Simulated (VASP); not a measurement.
**P: single point with r2SCANh**

P:

```
CELL_PARAMETERS angstrom
14.00000 0.00000 0.00000
0.00000 14.40000 0.00000
0.00000 0.00000 14.80000
ATOMIC_POSITIONS crystal
P 0.50000 0.50000 0.50000
```

```
Program                            : VASP 6.6.1
Task                               : single point
Functional                         : r2SCANh
Potentials or basis                : VASP PAW PBE potentials, release 64 (P)
Cutoff                             : 440 eV
k mesh                             : 1 × 1 × 1
Occupations                        : fermi-dirac, width 0.01 eV
Spin                               : collinear spin
Starting moments                   : [3.0] μB
Dipole correction                  : no
Grid for exact exchange (PRECFOCK) : Normal
Further INCAR settings             : ALGO = Normal; EDIFF = 1e-06; NBANDS = 12; ISYM = 0
Share of exact exchange            : 0.1
```

```
Pressure                                              : 0.0 GPa
Band gap on the k mesh                                : 4.24 eV
Net moment                                            : 3.00 μB per cell
Site moments                                          : P +1.23 μB
Valence electrons inside the program's atomic spheres : P 2.36
```

Levels at points of the mesh, in eV from the valence-band top:
Spin up:
| k point | band 1 | band 2 | band 3 | band 4 | band 5 | band 6 | band 7 | band 8 | band 9 |
| --- | --- | --- | --- | --- | --- | --- | --- | --- | --- |
| (0.00, 0.00, 0.00) | -9.30 | 0.00 | 0.00 | 0.00 | 6.97 | 7.62 | 7.71 | 7.73 | 7.75 |
Spin down:
| k point | band 1 | band 2 | band 3 | band 4 |
| --- | --- | --- | --- | --- |
| (0.00, 0.00, 0.00) | -5.35 | 4.24 | 4.24 | 4.24 |

Wall time 8.4 min on 1 thread of Intel(R) Xeon(R) 6975P-C (Granite Rapids) (shared host), peak memory 2.8 GiB.

Caveat: the PAW data sets were made with another functional, which shifts forces and pressure a little.
